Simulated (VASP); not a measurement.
# WS2 (R3m) in VASP: a series of runs

Runs on WS2. Level: PBEsol+D3(BJ). Tasks: single point.

All numbers are computed with VASP 6.6.1; they aren't measurements. Logs are shortened: lines on timing, memory, paths and dates and some standing lists are left out, and cuts for length are marked.

### Step 1. The cell of the first run

Symmetry: R3m, No. 160, trigonal system. Conventional cell: a = 3.027 Å, b = 3.027 Å, c = 15.004 Å, α = 90.00°, β = 90.00°, γ = 120.00°. W (site symmetry 3m) has 6 S at 2.20 Å within 2.9 Å. S (site symmetry 3m) has 3 W at 2.20 Å and 10 S at 2.69 to 3.03 Å within 3.1 Å. S (site symmetry 3m) has 3 W at 2.20 Å and 10 S at 2.69 to 3.03 Å within 3.1 Å.

### Step 2. Single point, PBEsol+D3(BJ)

File INCAR:

```
PREC     = Accurate       # precision mode
ENCUT    = 520            # plane-wave cutoff, eV
EDIFF    = 1E-7           # SCF threshold, eV
ISMEAR   = 0              # smearing method
SIGMA    = 0.05           # smearing width, eV
LREAL    = F              # projectors in reciprocal space
LASPH    = T              # aspherical terms in the spheres
NELM     = 80             # most SCF steps
ALGO     = Normal         # electronic algorithm
ISIF     = 2              # what is computed and relaxed
LWAVE    = F              # write WAVECAR
LCHARG   = F              # write CHGCAR
GGA      = PS             # functional
IVDW     = 12             # dispersion correction
NBANDS   = 20             # bands
```

File KPOINTS:

```
regular mesh
0
Gamma
  12 12 12
```

File POSCAR:

```
WS2
1.0
    1.5135000000      0.8738196324      5.0013000000
   -1.5135000000      0.8738196324      5.0013000000
    0.0000000000     -1.7476392648      5.0013000000
W S
1 2
Direct
    0.9993605138      0.9993605138      0.9993605138
    0.7554704513      0.7554704513      0.7554704513
    0.5764690349      0.5764690349      0.5764690349
```

Potentials or basis: VASP PAW PBE potentials, release 64 (W_sv, S).

Launch:

```bash
cat potpaw_PBE.64/W_sv/POTCAR potpaw_PBE.64/S/POTCAR > POTCAR
mpirun -np 1 vasp_std > vasp.out
```

OUTCAR:

```text
PREC = Accurate
   ENCUT = 520
   EDIFF = 1E-7
   ISMEAR = 0
   LREAL = F
   LASPH = T
   NELM = 80
   ISIF = 2
   GGA = PS
   IVDW = 12
 IVDW          = 12

 ion  position               nearest neighbor table
   1  0.999  0.999  0.999-   2 2.20   2 2.20   2 2.20   3 2.20   3 2.20   3 2.20
   2  0.755  0.755  0.755-   1 2.20   1 2.20   1 2.20   3 2.69
   3  0.576  0.576  0.576-   1 2.20   1 2.20   1 2.20   2 2.69

  LATTYP: Found a trigonal (rhomboedric) cell.
 ALAT       =     5.2978528377
 COS(alpha) =     0.8367718474

  Lattice vectors:

 A1 = (   1.5135000000,   0.8738196324,   5.0013000000)
 A2 = (  -1.5135000000,   0.8738196324,   5.0013000000)
 A3 = (   0.0000000000,  -1.7476392648,   5.0013000000)

Analysis of symmetry for initial positions (statically):
=====================================================================
 Subroutine PRICEL returns:
 Original cell was already a primitive cell.

 Routine SETGRP: Setting up the symmetry group for a
 trigonal (rhombohedral) supercell.

 Subroutine GETGRP returns: Found  6 space group operations
 (whereof  6 operations were pure point group operations)
 out of a pool of 12 trial point group operations.

The static configuration has the point symmetry C_3v.

Analysis of symmetry for dynamics (positions and initial velocities):
=====================================================================
 Subroutine PRICEL returns:
 Original cell was already a primitive cell.

 Routine SETGRP: Setting up the symmetry group for a
 trigonal (rhombohedral) supercell.

 Subroutine GETGRP returns: Found  6 space group operations
 (whereof  6 operations were pure point group operations)
 out of a pool of 12 trial point group operations.

The dynamic configuration has the point symmetry C_3v.

 Subroutine INISYM returns: Found  6 space group operations
 (whereof  6 operations are pure point group operations),
 and found     1 'primitive' translations

----------------------------------------------------------------------------------------

                                     Primitive cell

  volume of cell :      39.6861

  direct lattice vectors                    reciprocal lattice vectors
     1.513500000  0.873819632  5.001300000     0.330360093  0.190733488  0.066649338
    -1.513500000  0.873819632  5.001300000    -0.330360093  0.190733488  0.066649338
     0.000000000 -1.747639265  5.001300000     0.000000000 -0.381466977  0.066649338

  length of vectors
     5.297852838  5.297852838  5.297852838     0.387245644  0.387245644  0.387245644

  position of ions in fractional coordinates (direct lattice)
     0.999360514  0.999360514  0.999360514
     0.755470451  0.755470451  0.755470451
     0.576469035  0.576469035  0.576469035

  ion indices of the primitive-cell ions
   primitive index   ion index
                 1           1
                 2           2
                 3           3

----------------------------------------------------------------------------------------

 KPOINTS: regular mesh

Automatic generation of k-mesh.
 Grid dimensions read from file:
 generate k-points for:   12   12   12

 Generating k-lattice:

  Cartesian coordinates                     Fractional coordinates (reciprocal lattice)
     0.027530008  0.015894457  0.005554111     0.083333333  0.000000000  0.000000000
    -0.027530008  0.015894457  0.005554111     0.000000000  0.083333333  0.000000000
     0.000000000 -0.031788915  0.005554111     0.000000000  0.000000000  0.083333333

  Length of vectors
     0.032270470  0.032270470  0.032270470

  Shift w.r.t. Gamma in fractional coordinates (k-lattice)
     0.000000000  0.000000000  0.000000000

 Subroutine IBZKPT returns following result:
 ===========================================

 Found    189 irreducible k-points:

 Following reciprocal coordinates:
            Coordinates               Weight
  0.000000  0.000000  0.000000      1.000000
  0.083333 -0.000000  0.000000      6.000000
  0.166667  0.000000 -0.000000      6.000000
  0.250000  0.000000 -0.000000      6.000000
  0.333333  0.000000 -0.000000      6.000000
  0.416667  0.000000  0.000000      6.000000
[... 16 lines left out ...]
  0.500000  0.166667  0.000000     12.000000
 -0.416667  0.166667 -0.000000     12.000000
 [... further k-points ...]
   k-points           NKPTS =    189   k-points in BZ     NKDIM =    189   number of bands    NBANDS=     20
   number of dos      NEDOS =    301   number of ions     NIONS =      3
   total plane-waves  NPLWV =  64000
   dimension x,y,z NGX =    40 NGY =   40 NGZ =   40
   dimension x,y,z NGXF=    80 NGYF=   80 NGZF=   80
   ions per type =               1   2
   NGX,Y,Z   is equivalent  to a cutoff of  12.55, 12.55, 12.55 a.u.
   NGXF,Y,Z  is equivalent  to a cutoff of  25.10, 25.10, 25.10 a.u.
 SYSTEM =  unknown system
   PREC   = accura    normal or accurate (medium, high low for compatibility)
   ISTART =      0    job   : 0-new  1-cont  2-samecut
   ICHARG =      2    charge: 1-file 2-atom 10-const
   ISPIN  =      1    spin polarized calculation?
   LNONCOLLINEAR =      F non collinear calculations
   LSORBIT =      F    spin-orbit coupling
   LASPH  =      T    aspherical Exc in radial PAW
   ENCUT  =  520.0 eV  38.22 Ry    6.18 a.u.   9.85  9.85  9.85*2*pi/ulx,y,z
   NELM   =     80;   NELMIN=  2; NELMDL= -5     # of ELM steps
   EDIFF  = 0.1E-06   stopping-criterion for ELM
   LREAL  =      F    real-space projection
   EDIFFG = 0.1E-05   stopping-criterion for IOM
   NSW    =      0    number of steps for IOM
   IBRION =     -1    ionic relax: 0-MD 1-quasi-New 2-CG
   NFREE  =      0    steps in history (QN), initial steepest desc. (CG)
   ISIF   =      2    stress and relaxation
   ISYM   =      2    0-nonsym 1-usesym 2-fastsym
   POTIM  = 0.5000    time-step for ionic-motion
   TEBEG  =    0.0;   TEEND  =   0.0 temperature during run
   PSTRESS=    0.0 pullay stress
   NELECT =      26.0000    total number of electrons
   NUPDOWN=      -1.0000    fix difference up-down
   EMIN   =  10.00;   EMAX   =-10.00  energy-range for DOS
   EFERMI =   0.00;   METHOD = LEGACY
   ISMEAR =     0;   SIGMA  =   0.05  broadening in eV -4-tet -1-fermi 0-gaus
   EFERMI_NEDOS =   21; number of points for ismear=-14 and -15
   IALGO  =     38    algorithm
   IMIX   =      4    mixing-type and parameters
     AMIX     =   0.40;   BMIX     =  1.00
     AMIX_MAG =   1.60;   BMIX_MAG =  1.00
  volume/ion in A,a.u.               =      13.23        89.27
  Fermi-wavevector in a.u.,A,eV,Ry     =   1.421848  2.686903 27.506239  2.021652
  Thomas-Fermi vector in A             =   2.542614
   LORBIT       =      0    0 simple, 1 ext, 2 COOP (PROOUT), +10 PAW based schemes
   GGA     = PS    functional components
   LHFCALC =     F    Hartree Fock is set to
   AEXX    =    0.0000 exact exchange contribution
   IVDW    =    12    specifies the selected vdW correction
   LEPSILON=     F    determine dielectric tensor
   LRPA    =     F    only Hartree local field effects (RPA)
 non-spin polarized calculation
 Gauss-broadening in eV      SIGMA  =   0.05
  energy-cutoff  :      520.00
  volume of cell :       39.69
 maximum number of plane-waves:      1086
   NGX = 19   NGY = 19   NGZ = 19

 number of electron      26.0000000 magnetization

 Free energy of the ion-electron system (eV)
  ---------------------------------------------------
  ext. energy  EPLUGINS =         0.00000000
  ---------------------------------------------------
  free energy    TOTEN  =       -22.82332629 eV

  energy without entropy =      -22.82291046  energy(sigma->0) =      -22.82311837

 E-fermi :  12.4069     XC(G=0): -12.7296

 val. band max:       12.3930334280   @ k =   0.2500   0.2500   0.1667
 cond. band min:      12.4185971213   @ k =   0.4167   0.4167   0.3333
 fundamental gap:      0.0255636933
 Fermi energy:        12.4069483280

 k-point     1 :       0.0000    0.0000    0.0000
  band No.  band energies     occupation
      1     -62.6328      2.00000
      2     -27.2178      2.00000
      3     -26.9453      2.00000
      4     -26.9453      2.00000
      5      -6.2475      2.00000
      6      -1.8597      2.00000
[... 12 lines left out ...]
     19      19.1805      0.00000
     20      21.5775      0.00000

 k-point     2 :       0.0833   -0.0000    0.0000
  band No.  band energies     occupation
      1     -62.6301      2.00000
      2     -27.2085      2.00000
      3     -26.9937      2.00000
      4     -26.9559      2.00000
      5      -6.0862      2.00000
      6      -1.8926      2.00000
[... 12 lines left out ...]
     19      19.6332      0.00000
     20      21.4228      0.00000

 k-point     3 :       0.1667    0.0000   -0.0000
  band No.  band energies     occupation
      1     -62.6228      2.00000
      2     -27.1831      2.00000
      3     -27.1239      2.00000
      4     -26.9845      2.00000
      5      -5.6285      2.00000
      6      -1.9749      2.00000
[... 12 lines left out ...]
     19      19.9075      0.00000
     20      21.6488      0.00000

 k-point     4 :       0.2500    0.0000   -0.0000
  band No.  band energies     occupation
      1     -62.6129      2.00000
      2     -27.2972      2.00000
      3     -27.1481      2.00000
      4     -27.0235      2.00000
      5      -4.9506      2.00000
      6      -2.0755      2.00000
[... 12 lines left out ...]
     19      20.5596      0.00000
     20      21.4939      0.00000

 k-point     5 :       0.3333    0.0000   -0.0000
  band No.  band energies     occupation
      1     -62.6029      2.00000
      2     -27.4657      2.00000
      3     -27.1129      2.00000
      4     -27.0620      2.00000
      5      -4.1797      2.00000
      6      -2.1725      2.00000
[... 12 lines left out ...]
     19      20.1171      0.00000
     20      21.1087      0.00000
[... 353 lines left out ...]
      6      -2.2770      2.00000
[... 12 lines left out ...]
     19      20.6369      0.00000
     20      21.7563      0.00000

 k-point    22 :       0.4167    0.1667    0.0000
  band No.  band energies     occupation
      1     -62.5992      2.00000
      2     -27.4661      2.00000
      3     -27.1404      2.00000
      4     -27.1002      2.00000
      5      -3.7814      2.00000
      6      -2.2926      2.00000
[... 12 lines left out ...]
     19      20.0676      0.00000
     20      21.4469      0.00000

 k-point    23 :       0.5000    0.1667    0.0000
  band No.  band energies     occupation
      1     -62.5929      2.00000
      2     -27.5473      2.00000
      3     -27.1891      2.00000
      4     -27.0777      2.00000
      5      -3.1846      2.00000
      6      -2.2863      2.00000
[... 12 lines left out ...]
     19      19.9633      0.00000
     20      21.4609      0.00000

 k-point    24 :      -0.4167    0.1667   -0.0000
  band No.  band energies     occupation
      1     -62.5906      2.00000
      2     -27.5765      2.00000
      3     -27.2072      2.00000
      4     -27.0694      2.00000
      5      -2.9588      2.00000
      6      -2.2640      2.00000
[... 12 lines left out ...]
     19      20.2980      0.00000
     20      21.4611      0.00000

 [... further k-points ...]

------------------------ aborting loop because EDIFF is reached ----------------------------------------

 Edisp (eV)   -1.56555

 E8    (eV) :    -1.0170

  FORCE on cell =-STRESS in cart. coord.  units (eV):
  Direction    XX          YY          ZZ          XY          YZ          ZX
  --------------------------------------------------------------------------------------
  -------------------------------------------------------------------------------------
  Total      13.90052    13.90052    22.67568     0.00000     0.00000     0.00000
  in kB     561.18118   561.18118   915.44563     0.00000     0.00000     0.00000
  external pressure =      679.27 kB  Pullay stress =        0.00 kB

 VOLUME and BASIS-vectors are now :
 -----------------------------------------------------------------------------
  energy-cutoff  :      520.00
  volume of cell :       39.69
      direct lattice vectors                 reciprocal lattice vectors
     1.513500000  0.873819632  5.001300000     0.330360093  0.190733488  0.066649338
    -1.513500000  0.873819632  5.001300000    -0.330360093  0.190733488  0.066649338
     0.000000000 -1.747639265  5.001300000     0.000000000 -0.381466977  0.066649338

 POSITION                                       TOTAL-FORCE (eV/Angst)
 -----------------------------------------------------------------------------------
      0.00000      0.00000     14.99431         0.000000     -0.000000      0.041374
      0.00000      0.00000     11.33500         0.000000     -0.000000      6.830672
      0.00000      0.00000      8.64928         0.000000      0.000000     -6.872047
 -----------------------------------------------------------------------------------
    total drift:                                0.000000      0.000000     -0.000059

  FREE ENERGIE OF THE ION-ELECTRON SYSTEM (eV)
  ---------------------------------------------------
  free  energy   TOTEN  =       -24.3888750545 eV

  energy  without entropy=      -24.3884592249  energy(sigma->0) =      -24.38866714
```

It took 4.1 min on 1 thread of Intel Xeon Platinum 8259CL at 2.50GHz (Skylake/Cascade Lake), shared host; peak memory 0.34 GiB.

Results:

| Quantity | Value |
| --- | --- |
| Free energy | -24.3889 eV |
| Pressure | 67.9 GPa |
| Largest force | 6.872 eV/Å |
| Band gap on the k mesh | zero (bands 13 and 14 overlap by 1.25 eV) |
| Dispersion energy per atom | -0.522 eV |

Forces in eV/Å, atoms in the order of the input:
```
W    0.000  0.000  0.041
S    0.000  0.000  6.831
S    0.000  0.000 -6.872
```

Caveat: the cell stands under pressure; the PAW data sets were made with another functional, which shifts forces and pressure a little; spin-orbit coupling is left out, which moves the levels of the heavy elements.

(Continued in part 2 of 2.)
